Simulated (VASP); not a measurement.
Input of a VASP 6.6.1 run:

File POSCAR:

```
Bi3B4P
1.0
   -2.6215457155      2.6215457155      5.2118380671
    2.6215457155     -2.6215457155      5.2118380671
    2.6215457155      2.6215457155     -5.2118380671
P B Bi
1 4 3
Direct
    0.0000000000      0.0000000000      0.0000000000
    0.6718155180      0.6718155180      0.5702621274
    0.8984466095      0.3281844820      0.0000000000
    0.1015533905      0.1015533905      0.4297378726
    0.3281844820      0.8984466095      0.0000000000
    0.2500000000      0.7500000000      0.5000000000
    0.5000000000      0.5000000000      0.0000000000
    0.7500000000      0.2500000000      0.5000000000
```

INCAR.step1

```
PREC = Accurate ; ENCUT = 520
ISMEAR = -1 ; SIGMA = 0.02
LREAL = F ; LASPH = T
NELM = 100 ; NBANDS = 41
GGA = PE ; ALGO = Normal
EDIFF = 1E-4 ; LWAVE = T
LCHARG = F
```

INCAR.step2

```
PREC = Accurate ; ENCUT = 520
EDIFF = 1E-6 ; ISMEAR = -1
SIGMA = 0.02 ; LREAL = F
LASPH = T ; NELM = 100
ALGO = Normal ; ISIF = 2
LWAVE = F ; LCHARG = F
METAGGA = R2SCAN ; LMIXTAU = T
NBANDS = 41 ; ISTART = 1
```

Contents of KPOINTS:

```
Automatic mesh
0
Gamma
  6 6 6
```

Potentials or basis: VASP PAW PBE potentials, release 64 (P, B, Bi_d).

Command:

```console
$ cat potpaw_PBE.64/P/POTCAR potpaw_PBE.64/B/POTCAR potpaw_PBE.64/Bi_d/POTCAR > POTCAR
$ cp INCAR.step1 INCAR
$ mpirun -np 1 vasp_std > vasp.out
$ cp INCAR.step2 INCAR
$ mpirun -np 1 vasp_std > vasp.out
```

Task: Predict the band gap on the k mesh.

Result: 0.64 eV (least direct gap 0.80 eV).

Task: Predict the largest force.

Result: 0.020 eV/Å.

Task: Estimate the pressure.

Result: -0.1 GPa.

Forces in eV/Å, atoms in the order of the input:
```
P    0.000  0.000  0.000
B    0.012  0.012  0.011
B   -0.012  0.012 -0.011
B   -0.012 -0.012  0.011
B    0.012 -0.012 -0.011
Bi   0.000  0.000  0.000
Bi   0.000  0.000  0.000
Bi   0.000  0.000  0.000
```

Caveat: the PAW data sets were made with another functional, which shifts forces and pressure a little; spin-orbit coupling is left out, which moves the levels of the heavy elements. A k mesh can miss the band edges.
